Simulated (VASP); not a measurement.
# Cu (Fm-3m) in VASP: a series of runs

Runs on Cu. Level: r2SCAN. Tasks: single point, relaxation of volume and atoms at fixed shape.

Program: VASP 6.6.1. These are calculated values, not measurements. Logs are shortened: lines on timing, memory, paths and dates and some standing lists are left out, and cuts for length are marked.

## Step 1: The cell of the first run

It takes space group Fm-3m (No. 225, cubic). The conventional cell has a = 3.577 Å, b = 3.577 Å, c = 3.577 Å, α = 90.00°, β = 90.00°, γ = 90.00°. Cu (site symmetry m-3m) has 12 Cu at 2.53 Å within 3.3 Å.

## Step 2: Single point, r2SCAN

The input, POSCAR:

```
Cu
1.0
    0.0000000000      1.7883020343      1.7883020343
    1.7883020343      0.0000000000      1.7883020343
    1.7883020343      1.7883020343      0.0000000000
Cu
1
Direct
    0.0000000000      0.0000000000      0.0000000000
```

The input, INCAR.step1:

```
PREC = Accurate ; ENCUT = 520
ISMEAR = -1 ; SIGMA = 0.1
LREAL = False ; LASPH = True
NELM = 60 ; NBANDS = 12
GGA = PE ; ALGO = Normal
EDIFF = 1E-4 ; LWAVE = True
LCHARG = False
```

The input, INCAR.step2:

```
PREC = Accurate ; ENCUT = 520
EDIFF = 1E-7 ; ISMEAR = -1
SIGMA = 0.1 ; LREAL = False
LASPH = True ; NELM = 60
ALGO = Normal ; ISIF = 2
LWAVE = False ; LCHARG = False
METAGGA = R2SCAN ; LMIXTAU = True
NBANDS = 12 ; ISTART = 1
```

The input, KPOINTS:

```
regular mesh
0
Gamma
  19 19 19
```

Potentials or basis: VASP PAW PBE potentials, release 64 (Cu).

Command:

```sh
> cat potpaw_PBE.64/Cu/POTCAR > POTCAR
> cp INCAR.step1 INCAR
> mpirun -np 1 vasp_std > vasp.out
> cp INCAR.step2 INCAR
> mpirun -np 1 vasp_std > vasp.out
```

OUTCAR:

```text
PREC = Accurate
   ENCUT = 520
   EDIFF = 1E-7
   ISMEAR = -1
   LREAL = False
   LASPH = True
   NELM = 60
   ISIF = 2
   METAGGA = R2SCAN
   ISTART = 1

 ion  position               nearest neighbor table
   1  0.000  0.000  0.000-

  LATTYP: Found a face centered cubic cell.
 ALAT       =     3.5766040686

  Lattice vectors:

 A1 = (   0.0000000000,   1.7883020343,   1.7883020343)
 A2 = (   1.7883020343,   0.0000000000,   1.7883020343)
 A3 = (   1.7883020343,   1.7883020343,   0.0000000000)

Analysis of symmetry for initial positions (statically):
=====================================================================
 Subroutine PRICEL returns:
 Original cell was already a primitive cell.

 Routine SETGRP: Setting up the symmetry group for a
 face centered cubic supercell.

 Subroutine GETGRP returns: Found 48 space group operations
 (whereof 48 operations were pure point group operations)
 out of a pool of 48 trial point group operations.

The static configuration has the point symmetry O_h .

Analysis of symmetry for dynamics (positions and initial velocities):
=====================================================================
 Subroutine PRICEL returns:
 Original cell was already a primitive cell.

 Routine SETGRP: Setting up the symmetry group for a
 face centered cubic supercell.

 Subroutine GETGRP returns: Found 48 space group operations
 (whereof 48 operations were pure point group operations)
 out of a pool of 48 trial point group operations.

The dynamic configuration has the point symmetry O_h .

 Subroutine INISYM returns: Found 48 space group operations
 (whereof 48 operations are pure point group operations),
 and found     1 'primitive' translations

----------------------------------------------------------------------------------------

                                     Primitive cell

  volume of cell :      11.4381

  direct lattice vectors                    reciprocal lattice vectors
     0.000000000  1.788302034  1.788302034    -0.279594828  0.279594828  0.279594828
     1.788302034  0.000000000  1.788302034     0.279594828 -0.279594828  0.279594828
     1.788302034  1.788302034  0.000000000     0.279594828  0.279594828 -0.279594828

  length of vectors
     2.529040991  2.529040991  2.529040991     0.484272448  0.484272448  0.484272448

  position of ions in fractional coordinates (direct lattice)
     0.000000000  0.000000000  0.000000000

  ion indices of the primitive-cell ions
   primitive index   ion index
                 1           1

----------------------------------------------------------------------------------------

 KPOINTS: regular mesh

Automatic generation of k-mesh.
 Grid dimensions read from file:
 generate k-points for:   19   19   19

 Generating k-lattice:

  Cartesian coordinates                     Fractional coordinates (reciprocal lattice)
    -0.014715517  0.014715517  0.014715517     0.052631579  0.000000000  0.000000000
     0.014715517 -0.014715517  0.014715517     0.000000000  0.052631579  0.000000000
     0.014715517  0.014715517 -0.014715517     0.000000000  0.000000000  0.052631579

  Length of vectors
     0.025488024  0.025488024  0.025488024

  Shift w.r.t. Gamma in fractional coordinates (k-lattice)
     0.000000000  0.000000000  0.000000000

 Subroutine IBZKPT returns following result:
 ===========================================

 Found    220 irreducible k-points:

 Following reciprocal coordinates:
            Coordinates               Weight
  0.000000  0.000000  0.000000      1.000000
  0.052632  0.000000  0.000000      8.000000
  0.105263  0.000000  0.000000      8.000000
  0.157895  0.000000  0.000000      8.000000
  0.210526  0.000000  0.000000      8.000000
  0.263158  0.000000  0.000000      8.000000
[... 16 lines left out ...]
 -0.315789  0.052632  0.000000     24.000000
 -0.263158  0.052632  0.000000     24.000000
 [... further k-points ...]
   k-points           NKPTS =    220   k-points in BZ     NKDIM =    220   number of bands    NBANDS=     12
   number of dos      NEDOS =    301   number of ions     NIONS =      1
   total plane-waves  NPLWV =   8000
   dimension x,y,z NGX =    20 NGY =   20 NGZ =   20
   dimension x,y,z NGXF=    40 NGYF=   40 NGZF=   40
   ions per type =               1
   NGX,Y,Z   is equivalent  to a cutoff of  13.15, 13.15, 13.15 a.u.
   NGXF,Y,Z  is equivalent  to a cutoff of  26.29, 26.29, 26.29 a.u.
 SYSTEM =  unknown system
   PREC   = accura    normal or accurate (medium, high low for compatibility)
   ISTART =      1    job   : 0-new  1-cont  2-samecut
   ICHARG =      0    charge: 1-file 2-atom 10-const
   ISPIN  =      1    spin polarized calculation?
   LNONCOLLINEAR =      F non collinear calculations
   LSORBIT =      F    spin-orbit coupling
   LASPH  =      T    aspherical Exc in radial PAW
   ENCUT  =  520.0 eV  38.22 Ry    6.18 a.u.   4.70  4.70  4.70*2*pi/ulx,y,z
   NELM   =     60;   NELMIN=  2; NELMDL=  0     # of ELM steps
   EDIFF  = 0.1E-06   stopping-criterion for ELM
   LREAL  =      F    real-space projection
   EDIFFG = 0.1E-05   stopping-criterion for IOM
   NSW    =      0    number of steps for IOM
   IBRION =     -1    ionic relax: 0-MD 1-quasi-New 2-CG
   NFREE  =      0    steps in history (QN), initial steepest desc. (CG)
   ISIF   =      2    stress and relaxation
   ISYM   =      2    0-nonsym 1-usesym 2-fastsym
   POTIM  = 0.5000    time-step for ionic-motion
   TEBEG  =    0.0;   TEEND  =   0.0 temperature during run
   PSTRESS=    0.0 pullay stress
   NELECT =      11.0000    total number of electrons
   NUPDOWN=      -1.0000    fix difference up-down
   EMIN   =  10.00;   EMAX   =-10.00  energy-range for DOS
   EFERMI =   0.00;   METHOD = LEGACY
   ISMEAR =    -1;   SIGMA  =   0.10  broadening in eV -4-tet -1-fermi 0-gaus
   EFERMI_NEDOS =   21; number of points for ismear=-14 and -15
   IALGO  =     38    algorithm
   IMIX   =      4    mixing-type and parameters
     AMIX     =   0.40;   BMIX     =  1.00
     AMIX_MAG =   1.60;   BMIX_MAG =  1.00
  volume/ion in A,a.u.               =      11.44        77.19
  Fermi-wavevector in a.u.,A,eV,Ry     =   1.615926  3.053658 35.527771  2.611217
  Thomas-Fermi vector in A             =   2.710595
   LORBIT       =      0    0 simple, 1 ext, 2 COOP (PROOUT), +10 PAW based schemes
   METAGGA = R2SCAN    functional components
   LHFCALC =     F    Hartree Fock is set to
   AEXX    =    0.0000 exact exchange contribution
   IVDW    =     0    specifies the selected vdW correction
   LEPSILON=     F    determine dielectric tensor
   LRPA    =     F    only Hartree local field effects (RPA)
 non-spin polarized calculation
  energy-cutoff  :      520.00
  volume of cell :       11.44
 maximum number of plane-waves:       331
   NGX =  9   NGY =  9   NGZ =  9

 number of electron      11.0000012 magnetization

 Free energy of the ion-electron system (eV)
  ---------------------------------------------------
  ext. energy  EPLUGINS =         0.00000000
  ---------------------------------------------------
  free energy    TOTEN  =       -10.83011985 eV

  energy without entropy =      -10.81984495  energy(sigma->0) =      -10.82498240

 E-fermi :   7.8397     XC(G=0): -13.9628

 val. band max:        7.8379683818   @ k =  -0.3684   0.1579   0.0526
 cond. band min:       7.8902833434   @ k =  -0.3158   0.2105   0.0000
 fundamental gap:      0.0523149616
 Fermi energy:         7.8396687159

 k-point     1 :       0.0000    0.0000    0.0000
  band No.  band energies     occupation
      1      -2.1272      2.00000
      2       4.5534      2.00000
      3       4.5535      2.00000
      4       4.5535      2.00000
      5       5.4111      2.00000
      6       5.4111      2.00000
      7      31.4463      0.00000
      8      34.7357      0.00000
      9      34.7357      0.00000
     10      34.7360      0.00000
     11      37.1502      0.00000
     12      37.1502      0.00000

 k-point     2 :       0.0526    0.0000    0.0000
  band No.  band energies     occupation
      1      -2.0198      2.00000
      2       4.5298      2.00000
      3       4.5740      2.00000
      4       4.5741      2.00000
      5       5.4028      2.00000
      6       5.4028      2.00000
      7      30.9228      0.00000
      8      33.2601      0.00000
      9      34.3607      0.00000
     10      34.3609      0.00000
     11      37.6730      0.00000
     12      37.6731      0.00000

 k-point     3 :       0.1053    0.0000    0.0000
  band No.  band energies     occupation
      1      -1.7008      2.00000
      2       4.4647      2.00000
      3       4.6281      2.00000
      4       4.6282      2.00000
      5       5.3850      2.00000
      6       5.3850      2.00000
      7      28.7687      0.00000
      8      32.4063      0.00000
      9      33.6782      0.00000
     10      33.6784      0.00000
     11      38.7491      0.00000
     12      38.7492      0.00000
[... 286 lines left out ...]
 k-point    23 :      -0.3158    0.0526    0.0000
  band No.  band energies     occupation
      1       1.5102      2.00000
      2       4.4583      2.00000
      3       4.6102      2.00000
      4       4.6542      2.00000
      5       5.6465      2.00000
      6       5.9318      2.00000
      7      17.0851      0.00000
      8      28.7180      0.00000
      9      31.6531      0.00000
     10      33.1374      0.00000
     11      35.0000      0.00000
     12      36.9629      0.00000

 k-point    24 :      -0.2632    0.0526    0.0000
  band No.  band energies     occupation
      1       0.7067      2.00000
      2       4.2554      2.00000
      3       4.6771      2.00000
      4       4.7182      2.00000
      5       5.4774      2.00000
      6       5.7392      2.00000
      7      19.5883      0.00000
      8      28.9120      0.00000
      9      32.2788      0.00000
     10      33.7430      0.00000
     11      35.8706      0.00000
     12      37.3148      0.00000

 [... further k-points ...]
[... 5 lines left out ...]
  --------------------------------------------------------------------------------------
  -------------------------------------------------------------------------------------
  Total        0.0419582      0.0419582      0.0419582      0.0000000     -0.0000000     -0.0000000
  in kB        5.8772598      5.8772598      5.8772598      0.0000000     -0.0000000     -0.0000000
  external PRESSURE =       5.8772598 kB  Pullay stress =       0.0000000 kB

 VOLUME and BASIS-vectors are now :
 -----------------------------------------------------------------------------
  energy-cutoff  :      520.00
  volume of cell :       11.44
      direct lattice vectors                 reciprocal lattice vectors
     0.000000000  1.788302034  1.788302034    -0.279594828  0.279594828  0.279594828
     1.788302034  0.000000000  1.788302034     0.279594828 -0.279594828  0.279594828
     1.788302034  1.788302034  0.000000000     0.279594828  0.279594828 -0.279594828

 POSITION                                       TOTAL-FORCE (eV/Angst)
 -----------------------------------------------------------------------------------
      0.00000      0.00000      0.00000         0.000000      0.000000      0.000000
 -----------------------------------------------------------------------------------
    total drift:                                0.000000      0.000000      0.000000

  FREE ENERGIE OF THE ION-ELECTRON SYSTEM (eV)
  ---------------------------------------------------
  free  energy   TOTEN  =       -10.8301198472 eV

  energy  without entropy=      -10.8198449546  energy(sigma->0) =      -10.82498240
```

Run time: 2.1 min. Hardware: 1 thread of Intel Xeon 8259CL, shared host; peak memory 0.15 GiB.

Results:

- Free energy: -10.8301 eV
- Pressure: 0.6 GPa
- Band gap on the k mesh: zero (an odd number of electrons rules out a gap without spin polarisation)

Levels at points of the mesh, in eV from the Fermi level:
| k point | band 3 | band 4 | band 5 | band 6 | band 7 | band 8 | band 9 | band 10 |
| --- | --- | --- | --- | --- | --- | --- | --- | --- |
| (0.00, 0.00, 0.00) | -3.29 | -3.29 | -2.43 | -2.43 | 23.61 | 26.90 | 26.90 | 26.90 |

Caveat: the PAW data sets were made with another functional, which shifts forces and pressure a little.

## Step 3: Relaxation of volume and atoms at fixed shape, r2SCAN

This run uses another cell than the first one, of 11.81 Å³/atom.

The input, POSCAR:

```
Cu
1.0
    0.0000000000      1.8075000000      1.8075000000
    1.8075000000      0.0000000000      1.8075000000
    1.8075000000      1.8075000000      0.0000000000
Cu
1
Direct
    0.0000000000      0.0000000000      0.0000000000
```

The input, INCAR.step1:

```
SYSTEM = Cu
PREC     = Accurate       ! precision mode
ENCUT    = 600            ! plane-wave cutoff, eV
ISMEAR   = -1             ! smearing method
SIGMA    = 0.1            ! smearing width, eV
LREAL    = .FALSE.        ! projectors in reciprocal space
LASPH    = .TRUE.         ! aspherical terms in the spheres
NELM     = 100            ! most SCF steps
GGA      = PE             ! functional
ALGO     = Normal         ! electronic algorithm
EDIFF    = 1E-4           ! SCF threshold, eV
LWAVE    = .TRUE.         ! write WAVECAR
LCHARG   = .FALSE.        ! write CHGCAR
```

The input, INCAR.step2:

```
SYSTEM = Cu
PREC     = Accurate       ! precision mode
ENCUT    = 600            ! plane-wave cutoff, eV
EDIFF    = 1E-7           ! SCF threshold, eV
ISMEAR   = -1             ! smearing method
SIGMA    = 0.1            ! smearing width, eV
LREAL    = .FALSE.        ! projectors in reciprocal space
LASPH    = .TRUE.         ! aspherical terms in the spheres
NELM     = 100            ! most SCF steps
ALGO     = Normal         ! electronic algorithm
ISIF     = 8              ! what is computed and relaxed
LWAVE    = .FALSE.        ! write WAVECAR
LCHARG   = .FALSE.        ! write CHGCAR
METAGGA  = R2SCAN         ! meta-GGA
LMIXTAU  = .TRUE.       
IBRION   = 2              ! ionic algorithm
NSW      = 60             ! ionic steps
EDIFFG   = -0.02          ! ionic threshold
ISTART   = 1
```

The input, KPOINTS:

```
Automatic mesh
0
G
  19 19 19
  0 0 0
```

Potentials or basis: VASP PAW PBE potentials, release 64 (Cu).

Command:

```sh
> cat potpaw_PBE.64/Cu/POTCAR > POTCAR
> cp INCAR.step1 INCAR
> mpirun -np 1 vasp_std > vasp.out
> cp INCAR.step2 INCAR
> mpirun -np 1 vasp_std > vasp.out
```

OUTCAR:

```text
SYSTEM = Cu
   PREC = Accurate
   ENCUT = 600
   EDIFF = 1E-7
   ISMEAR = -1
   LREAL = .FALSE.
   LASPH = .TRUE.
   NELM = 100
   ISIF = 8
   METAGGA = R2SCAN
   IBRION = 2
   NSW = 60
   EDIFFG = -0.02
   ISTART = 1

 ion  position               nearest neighbor table
   1  0.000  0.000  0.000-

  LATTYP: Found a face centered cubic cell.
 ALAT       =     3.6150000000

  Lattice vectors:

 A1 = (   0.0000000000,   1.8075000000,   1.8075000000)
 A2 = (   1.8075000000,   0.0000000000,   1.8075000000)
 A3 = (   1.8075000000,   1.8075000000,   0.0000000000)

Analysis of symmetry for initial positions (statically):
[... 246 lines left out ...]
  ---------------------------------------------------
  free energy    TOTEN  =       -10.83068491 eV

  energy without entropy =      -10.82036586  energy(sigma->0) =      -10.82552538

 E-fermi :   7.7836     XC(G=0): -13.9333

 val. band max:        7.7831350152   @ k =  -0.3684   0.1579   0.0526
 cond. band min:       7.8321641909   @ k =  -0.3158   0.2105   0.0000
 fundamental gap:      0.0490291757
 Fermi energy:         7.7836122296

 k-point     1 :       0.0000    0.0000    0.0000
  band No.  band energies     occupation
      1      -2.1471      2.00000
      2       4.5124      2.00000
      3       4.5124      2.00000
      4       4.5124      2.00000
      5       5.3640      2.00000
      6       5.3640      2.00000
      7      31.3548      0.00000
      8      34.6101      0.00000
      9      34.6104      0.00000
[... 265 lines left out ...]
 k-point    24 :      -0.2632    0.0526    0.0000
  band No.  band energies     occupation
      1       0.6791      2.00000
      2       4.2169      2.00000
      3       4.6353      2.00000
      4       4.6761      2.00000
      5       5.4302      2.00000
      6       5.6902      2.00000
      7      19.4981      0.00000
      8      28.8043      0.00000
      9      32.1722      0.00000

 [... further k-points ...]
[... 5 lines left out ...]
  --------------------------------------------------------------------------------------
  -------------------------------------------------------------------------------------
  Total       -0.0016200     -0.0016200     -0.0016200     -0.0000000      0.0000000     -0.0000000
  in kB       -0.2259423     -0.2259423     -0.2259423     -0.0000000      0.0000000     -0.0000000
  external PRESSURE =      -0.2259423 kB  Pullay stress =       0.0000000 kB
[... 16 lines left out ...]
  FREE ENERGIE OF THE ION-ELECTRON SYSTEM (eV)
  ---------------------------------------------------
  free  energy   TOTEN  =       -10.8306849094 eV

  energy  without entropy=      -10.8203658603  energy(sigma->0) =      -10.82552538

 reached required accuracy - stopping structural energy minimisation
```

OSZICAR.step1:

```text
N       E                     dE             d eps       ncg     rms          rms(c)
DAV:   1     0.388655110878E+02    0.38866E+02   -0.62321E+03  4072   0.229E+03
DAV:   2    -0.417686316276E+01   -0.43042E+02   -0.41106E+02  3996   0.207E+02
DAV:   3    -0.463404173395E+01   -0.45718E+00   -0.45560E+00  4743   0.308E+01
DAV:   4    -0.463729545488E+01   -0.32537E-02   -0.32535E-02  4970   0.236E+00
DAV:   5    -0.463732977197E+01   -0.34317E-04   -0.34316E-04  4503   0.187E-01    0.770E+00
DAV:   6    -0.411298713211E+01    0.52434E+00   -0.17013E+01  4182   0.978E+01    0.393E+00
DAV:   7    -0.374308759842E+01    0.36990E+00   -0.26817E+00  4235   0.385E+01    0.587E-01
DAV:   8    -0.373197668491E+01    0.11111E-01   -0.51355E-03  4343   0.127E+00    0.296E-01
DAV:   9    -0.373043851930E+01    0.15382E-02   -0.10866E-02  4275   0.229E+00    0.300E-02
DAV:  10    -0.373043956340E+01   -0.10441E-05   -0.33380E-05  2338   0.132E-01
   1 F= -.37304396E+01 E0= -.37249487E+01  d E =-.109818E-01
```

Run time: 4.8 min. Hardware: 1 thread of Intel Xeon 8259CL, shared host; peak memory 0.16 GiB.

Results:

| Item | Value |
| --- | --- |
| Free energy | -10.8307 eV |
| Relaxed volume | 11.49 Å³/atom |
| Relaxed cell | a = 2.533 Å, b = 2.533 Å, c = 2.533 Å, α = 60.00°, β = 60.00°, γ = 60.00° |
| Space group after relaxing (to 0.1 Å) | Fm-3m (No. 225) |
| Energy gained by relaxing | 4.3 meV/atom |
| Ionic steps | 3 |
| Pressure after relaxing | 0.0 GPa |
| Band gap on the k mesh | zero (an odd number of electrons rules out a gap without spin polarisation) |

The path:
```csv
step,energy change (eV),largest force (eV/Å),pressure (GPa),volume (Å³)
1,0.0000,0.0000,-4.26,11.81
2,-0.0025,0.0000,2.86,11.28
3,-0.0043,0.0000,-0.02,11.49
```

Final structure:
```xyz
1
Lattice="0.0000 1.7909 1.7909 1.7909 0.0000 1.7909 1.7909 1.7909 0.0000" Properties=species:S:1:pos:R:3 pbc="T T T"
Cu    0.0000    0.0000    0.0000
```

Caveat: the PAW data sets were made with another functional, which shifts forces and pressure a little.
